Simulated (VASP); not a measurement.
# Ti (P6_3/mmc) in VASP: a series of runs

Aim: see how the results for Ti move with the level of theory and the settings. Levels: PBE, HF, revPBE+D3(BJ), RPBE+D4. Tasks: single point.

All numbers are computed with VASP 6.6.1; they aren't measurements. Logs are shortened: lines on timing, memory, paths and dates and some standing lists are left out, and cuts for length are marked.

## (1) The cell of the first run

Symmetry: P6_3/mmc, No. 194, hexagonal system. Conventional cell: a = 2.950 Å, b = 2.950 Å, c = 4.680 Å, α = 90.00°, β = 90.00°, γ = 120.00°. Within 3.8 Å of Ti (site symmetry -6m2) lie 12 Ti at 2.89 to 2.95 Å.

## (2) Single point, PBE

Contents of INCAR:

```
  ALGO = Normal
  EDIFF = 1E-6
  ENCUT = 520
  GGA = PE
  ISIF = 2
  ISMEAR = 0
  LASPH = T
  LCHARG = F
  LREAL = F
  LWAVE = F
  NBANDS = 19
  NELM = 100
  PREC = Accurate
  SIGMA = 0.015
```

Contents of KPOINTS:

```
k-points
0
Gamma
  10 10 6
```

Contents of POSCAR:

```
Ti
1.0
    2.9500000000      0.0000000000      0.0000000000
   -1.4750000000      2.5547749412      0.0000000000
    0.0000000000      0.0000000000      4.6800000000
Ti
2
Direct
    0.6666666667      0.3333333333      0.7500000000
    0.3333333333      0.6666666667      0.2500000000
```

Potentials or basis: VASP PAW PBE potentials, release 64 (Ti_sv).

Launch:

```console
> cat potpaw_PBE.64/Ti_sv/POTCAR > POTCAR
> mpirun -np 1 vasp_std > vasp.out
```

OUTCAR:

```text
EDIFF = 1E-6
   ENCUT = 520
   GGA = PE
   ISIF = 2
   ISMEAR = 0
   LASPH = T
   LREAL = F
   NELM = 100
   PREC = Accurate

 ion  position               nearest neighbor table
   1  0.667  0.333  0.750-   2 2.89   2 2.89   2 2.89   2 2.89   2 2.89   2 2.89
   2  0.333  0.667  0.250-   1 2.89   1 2.89   1 2.89   1 2.89   1 2.89   1 2.89

  LATTYP: Found a hexagonal cell.
 ALAT       =     2.9500000000
 C/A-ratio  =     1.5864406780

  Lattice vectors:

 A1 = (   2.9500000000,   0.0000000000,   0.0000000000)
 A2 = (  -1.4750000000,   2.5547749412,   0.0000000000)
 A3 = (   0.0000000000,   0.0000000000,   4.6800000000)

Analysis of symmetry for initial positions (statically):
=====================================================================
 Subroutine PRICEL returns:
 Original cell was already a primitive cell.

 Routine SETGRP: Setting up the symmetry group for a
 hexagonal supercell.

 Subroutine GETGRP returns: Found 24 space group operations
 (whereof 12 operations were pure point group operations)
 out of a pool of 24 trial point group operations.

The static configuration has the point symmetry D_3d.
 The point group associated with its full space group is D_6h.

Analysis of symmetry for dynamics (positions and initial velocities):
=====================================================================
 Subroutine PRICEL returns:
 Original cell was already a primitive cell.

 Routine SETGRP: Setting up the symmetry group for a
 hexagonal supercell.

 Subroutine GETGRP returns: Found 24 space group operations
 (whereof 12 operations were pure point group operations)
 out of a pool of 24 trial point group operations.

The dynamic configuration has the point symmetry D_3d.
 The point group associated with its full space group is D_6h.

 Subroutine INISYM returns: Found 24 space group operations
 (whereof 12 operations are pure point group operations),
 and found     1 'primitive' translations

----------------------------------------------------------------------------------------

                                     Primitive cell

  volume of cell :      35.2712

  direct lattice vectors                    reciprocal lattice vectors
     2.950000000  0.000000000  0.000000000     0.338983051  0.195711956  0.000000000
    -1.475000000  2.554774941  0.000000000     0.000000000  0.391423911  0.000000000
     0.000000000  0.000000000  4.680000000     0.000000000  0.000000000  0.213675214

  length of vectors
     2.950000000  2.950000000  4.680000000     0.391423911  0.391423911  0.213675214

  position of ions in fractional coordinates (direct lattice)
     0.666666667  0.333333333  0.750000000
     0.333333333  0.666666667  0.250000000

  ion indices of the primitive-cell ions
   primitive index   ion index
                 1           1
                 2           2

----------------------------------------------------------------------------------------

 KPOINTS: k-points

Automatic generation of k-mesh.
 Grid dimensions read from file:
 generate k-points for:   10   10    6

 Generating k-lattice:

  Cartesian coordinates                     Fractional coordinates (reciprocal lattice)
     0.033898305  0.019571196  0.000000000     0.100000000 -0.000000000  0.000000000
     0.000000000  0.039142391  0.000000000     0.000000000  0.100000000  0.000000000
     0.000000000  0.000000000  0.035612536     0.000000000  0.000000000  0.166666667

  Length of vectors
     0.039142391  0.039142391  0.035612536

  Shift w.r.t. Gamma in fractional coordinates (k-lattice)
     0.000000000  0.000000000  0.000000000

 Subroutine IBZKPT returns following result:
 ===========================================

 Found     56 irreducible k-points:

 Following reciprocal coordinates:
            Coordinates               Weight
  0.000000  0.000000  0.000000      1.000000
  0.100000  0.000000  0.000000      6.000000
  0.200000  0.000000  0.000000      6.000000
  0.300000  0.000000  0.000000      6.000000
  0.400000  0.000000  0.000000      6.000000
  0.500000  0.000000  0.000000      3.000000
[... 16 lines left out ...]
  0.300000  0.100000  0.166667     24.000000
  0.400000  0.100000  0.166667     24.000000
 [... further k-points ...]
   k-points           NKPTS =     56   k-points in BZ     NKDIM =     56   number of bands    NBANDS=     19
   number of dos      NEDOS =    301   number of ions     NIONS =      2
   total plane-waves  NPLWV =  20736
   dimension x,y,z NGX =    24 NGY =   24 NGZ =   36
   dimension x,y,z NGXF=    48 NGYF=   48 NGZF=   72
   ions per type =               2
   NGX,Y,Z   is equivalent  to a cutoff of  13.53, 13.53, 12.79 a.u.
   NGXF,Y,Z  is equivalent  to a cutoff of  27.05, 27.05, 25.58 a.u.
 SYSTEM =  unknown system
   PREC   = accura    normal or accurate (medium, high low for compatibility)
   ISTART =      0    job   : 0-new  1-cont  2-samecut
   ICHARG =      2    charge: 1-file 2-atom 10-const
   ISPIN  =      1    spin polarized calculation?
   LNONCOLLINEAR =      F non collinear calculations
   LSORBIT =      F    spin-orbit coupling
   LASPH  =      T    aspherical Exc in radial PAW
   ENCUT  =  520.0 eV  38.22 Ry    6.18 a.u.   5.49  5.49  8.70*2*pi/ulx,y,z
   NELM   =    100;   NELMIN=  2; NELMDL= -5     # of ELM steps
   EDIFF  = 0.1E-05   stopping-criterion for ELM
   LREAL  =      F    real-space projection
   EDIFFG = 0.1E-04   stopping-criterion for IOM
   NSW    =      0    number of steps for IOM
   IBRION =     -1    ionic relax: 0-MD 1-quasi-New 2-CG
   NFREE  =      0    steps in history (QN), initial steepest desc. (CG)
   ISIF   =      2    stress and relaxation
   ISYM   =      2    0-nonsym 1-usesym 2-fastsym
   POTIM  = 0.5000    time-step for ionic-motion
   TEBEG  =    0.0;   TEEND  =   0.0 temperature during run
   PSTRESS=    0.0 pullay stress
   NELECT =      24.0000    total number of electrons
   NUPDOWN=      -1.0000    fix difference up-down
   EMIN   =  10.00;   EMAX   =-10.00  energy-range for DOS
   EFERMI =   0.00;   METHOD = LEGACY
   ISMEAR =     0;   SIGMA  =   0.01  broadening in eV -4-tet -1-fermi 0-gaus
   EFERMI_NEDOS =   21; number of points for ismear=-14 and -15
   IALGO  =     38    algorithm
   IMIX   =      4    mixing-type and parameters
     AMIX     =   0.40;   BMIX     =  1.00
     AMIX_MAG =   1.60;   BMIX_MAG =  1.00
  volume/ion in A,a.u.               =      17.64       119.01
  Fermi-wavevector in a.u.,A,eV,Ry     =   1.439920  2.721055 28.209912  2.073370
  Thomas-Fermi vector in A             =   2.558722
   LORBIT       =      0    0 simple, 1 ext, 2 COOP (PROOUT), +10 PAW based schemes
   GGA     = PE    functional components
   LHFCALC =     F    Hartree Fock is set to
   AEXX    =    0.0000 exact exchange contribution
   IVDW    =     0    specifies the selected vdW correction
   LEPSILON=     F    determine dielectric tensor
   LRPA    =     F    only Hartree local field effects (RPA)
 non-spin polarized calculation
 Gauss-broadening in eV      SIGMA  =   0.01
  energy-cutoff  :      520.00
  volume of cell :       35.27
 maximum number of plane-waves:       973
 NGX is ok and might be reduce to    24
   NGX = 11   NGY = 11   NGZ = 17

 number of electron      24.0000002 magnetization

 Free energy of the ion-electron system (eV)
  ---------------------------------------------------
  ext. energy  EPLUGINS =         0.00000000
  ---------------------------------------------------
  free energy    TOTEN  =       -15.66519827 eV

  energy without entropy =      -15.66472315  energy(sigma->0) =      -15.66496071

 E-fermi :   8.1482     XC(G=0): -11.4270

 val. band max:        8.1394247804   @ k =   0.2000   0.0000   0.3333
 cond. band min:       8.1512914733   @ k =   0.1000   0.1000   0.1667
 fundamental gap:      0.0118666929
 Fermi energy:         8.1481604416

 k-point     1 :       0.0000    0.0000    0.0000
  band No.  band energies     occupation
      1     -48.7211      2.00000
      2     -48.5935      2.00000
      3     -25.2898      2.00000
      4     -24.6767      2.00000
      5     -24.6767      2.00000
      6     -24.6189      2.00000
[... 11 lines left out ...]
     18       9.7721      0.00000
     19      11.2602      0.00000

 k-point     2 :       0.1000    0.0000    0.0000
  band No.  band energies     occupation
      1     -48.7120      2.00000
      2     -48.5899      2.00000
      3     -25.2691      2.00000
      4     -24.7190      2.00000
      5     -24.6907      2.00000
      6     -24.6277      2.00000
[... 11 lines left out ...]
     18       9.6258      0.00000
     19      11.3362      0.00000

 k-point     3 :       0.2000    0.0000    0.0000
  band No.  band energies     occupation
      1     -48.6873      2.00000
      2     -48.5811      2.00000
      3     -25.2114      2.00000
      4     -24.8306      2.00000
      5     -24.7371      2.00000
      6     -24.7260      2.00000
[... 11 lines left out ...]
     18      10.0649      0.00000
     19      11.4768      0.00000

 k-point     4 :       0.3000    0.0000    0.0000
  band No.  band energies     occupation
      1     -48.6546      2.00000
      2     -48.5723      2.00000
      3     -25.1289      2.00000
      4     -24.9701      2.00000
      5     -24.8693      2.00000
      6     -24.7676      2.00000
[... 11 lines left out ...]
     18      10.7196      0.00000
     19      11.5868      0.00000

 k-point     5 :       0.4000    0.0000    0.0000
  band No.  band energies     occupation
      1     -48.6245      2.00000
      2     -48.5686      2.00000
      3     -25.0837      2.00000
      4     -25.0435      2.00000
      5     -24.9725      2.00000
      6     -24.8001      2.00000
[... 11 lines left out ...]
     18      11.4391      0.00000
     19      11.6462      0.00000
[... 334 lines left out ...]
      2     -48.5912      2.00000
      3     -25.1980      2.00000
      4     -24.7733      2.00000
      5     -24.7621      2.00000
      6     -24.7052      2.00000
[... 11 lines left out ...]
     18      10.0765      0.00000
     19      11.3820      0.00000

 k-point    22 :       0.2000    0.1000    0.1667
  band No.  band energies     occupation
      1     -48.6602      2.00000
      2     -48.5811      2.00000
      3     -25.1475      2.00000
      4     -24.8898      2.00000
      5     -24.8562      2.00000
      6     -24.7509      2.00000
[... 11 lines left out ...]
     18      10.5873      0.00000
     19      11.4552      0.00000

 k-point    23 :       0.3000    0.1000    0.1667
  band No.  band energies     occupation
      1     -48.6301      2.00000
      2     -48.5735      2.00000
      3     -25.1174      2.00000
      4     -24.9943      2.00000
      5     -24.9295      2.00000
      6     -24.7969      2.00000
[... 11 lines left out ...]
     18      11.1406      0.00000
     19      11.6582      0.00000

 k-point    24 :       0.4000    0.1000    0.1667
  band No.  band energies     occupation
      1     -48.6082      2.00000
      2     -48.5720      2.00000
      3     -25.1455      2.00000
      4     -25.0383      2.00000
      5     -24.9379      2.00000
      6     -24.8178      2.00000
[... 11 lines left out ...]
     18      11.5212      0.00000
     19      12.2256      0.00000

 [... further k-points ...]
[... 5 lines left out ...]
  --------------------------------------------------------------------------------------
  -------------------------------------------------------------------------------------
  Total       -0.3438077     -0.3438077     -0.4060270      0.0000000      0.0000000      0.0000000
  in kB      -15.6172883    -15.6172883    -18.4435715      0.0000000      0.0000000      0.0000000
  external PRESSURE =     -16.5593827 kB  Pullay stress =       0.0000000 kB

 VOLUME and BASIS-vectors are now :
 -----------------------------------------------------------------------------
  energy-cutoff  :      520.00
  volume of cell :       35.27
      direct lattice vectors                 reciprocal lattice vectors
     2.950000000  0.000000000  0.000000000     0.338983051  0.195711956  0.000000000
    -1.475000000  2.554774941  0.000000000     0.000000000  0.391423911  0.000000000
     0.000000000  0.000000000  4.680000000     0.000000000  0.000000000  0.213675214

 POSITION                                       TOTAL-FORCE (eV/Angst)
 -----------------------------------------------------------------------------------
      1.47500      0.85159      3.51000        -0.000000      0.000000      0.000000
     -0.00000      1.70318      1.17000         0.000000      0.000000      0.000000
 -----------------------------------------------------------------------------------
    total drift:                               -0.000000      0.000000     -0.000000

  FREE ENERGIE OF THE ION-ELECTRON SYSTEM (eV)
  ---------------------------------------------------
  free  energy   TOTEN  =       -15.6651982685 eV

  energy  without entropy=      -15.6647231539  energy(sigma->0) =      -15.66496071
```

Run time: 26 s. Hardware: 1 thread of Intel Xeon Platinum 8375C at 2.90GHz (Ice Lake), shared host; peak memory 0.17 GiB.

Results:

```
Free energy            : -15.6652 eV
Pressure               : -1.7 GPa
Band gap on the k mesh : zero (band 12 reaches 8.94 eV, above the bottom of band 13 at 7.94 eV)
```

## (3) Single point, PBE

Contents of INCAR:

```
PREC = Accurate
ENCUT = 520
EDIFF = 1E-6
ISMEAR = -1
SIGMA = 0.02
LREAL = False
LASPH = True
NELM = 60
ALGO = Fast
ISIF = 2
LWAVE = False
LCHARG = False
GGA = PE
NBANDS = 19
```

Contents of KPOINTS:

```
Automatic mesh
0
Gamma
  5 5 3
```

POSCAR is that of step 2.

Potentials or basis: VASP PAW PBE potentials, release 64 (Ti_sv).

Launch:

```console
> cat potpaw_PBE.64/Ti_sv/POTCAR > POTCAR
> mpirun -np 1 vasp_std > vasp.out
```

Wall time 28 s (1 thread of Intel Xeon 6975P-C, shared host); peak memory 0.15 GiB.

It converged, with:

* Free energy: -15.6671 eV
* Pressure: -2.1 GPa
* Band gap on the k mesh: zero (band 12 reaches 8.95 eV, above the bottom of band 13 at 8.08 eV)

Stress tensor (GPa, compression positive):
```
-1.60  0.00  0.00
 0.00 -1.60  0.00
 0.00  0.00 -3.09
```

Levels at points of the mesh, in eV from the Fermi level:
| k point | band 9 | band 10 | band 11 | band 12 | band 13 | band 14 | band 15 | band 16 |
| --- | --- | --- | --- | --- | --- | --- | --- | --- |
| (0.00, 0.00, 0.00) | -6.15 | -2.63 | 0.74 | 0.80 | 0.80 | 0.90 | 1.29 | 1.29 |

Caveat: the k points lie up to 0.49 Å⁻¹ apart.

(Part 1 of 2 ends here.)
